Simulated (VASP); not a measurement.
Here is a VASP 6.6.1 calculation.

INCAR

```
SYSTEM = TaN
ALGO = Normal
EDIFF = 1E-8
ENCUT = 520
GGA_COMPAT = .False.
ISIF = 2
ISMEAR = -1
LASPH = .True.
LCHARG = .False.
LEFG = .True.
LREAL = .False.
LWAVE = .False.
NBANDS = 36
NELM = 120
PREC = Accurate
SIGMA = 0.03
```

File KPOINTS:

```
k-points
0
Gamma
  5 5 8
  0 0 0
```

POSCAR

```
TaN
1.0
    5.1849992558      0.0000000000      0.0000000000
   -2.5924996279      4.4903410741      0.0000000000
    0.0000000000      0.0000000000      2.9370800000
Ta N
3 3
Direct
    0.0000000000      0.0000000000      0.0000000000
    0.3333333333      0.6666666667      0.5000000000
    0.6666666667      0.3333333333      0.5000000000
    0.5000000000      0.0000000000      0.0000000000
    0.5000000000      0.5000000000      0.0000000000
    0.0000000000      0.5000000000      0.0000000000
```

Potentials or basis: VASP PAW LDA potentials, release 64 (Ta_sv_GW, N).

Run with:

```sh
$ cat potpaw_LDA.64/Ta_sv_GW/POTCAR potpaw_LDA.64/N/POTCAR > POTCAR
$ mpirun -np 1 vasp_std > vasp.out
```

Q: What does it give for the band gap on the k mesh?

A: Zero (bands 27 and 28 overlap by 2.08 eV).

Q: Predict the pressure.

A: -7.9 GPa.

Electric field gradients, principal values (V/Å²):
```csv
atom,least,middle,greatest (by size)
1 Ta,201.909,201.910,-403.820
2 Ta,189.947,189.948,-379.895
3 Ta,189.947,189.948,-379.895
4 N,-3.798,-29.529,33.327
5 N,-3.798,-29.530,33.328
6 N,-3.798,-29.529,33.327
```

Caveat: the cell differs from its parent crystal (zz strain of +1 %); the stress differs along the axes, from -13 to -6 GPa; without QUAD_EFG the Cq values of the log hold for a quadrupole moment of 1 mb, not for the nuclei; spin-orbit coupling is left out, which moves the levels of the heavy elements.
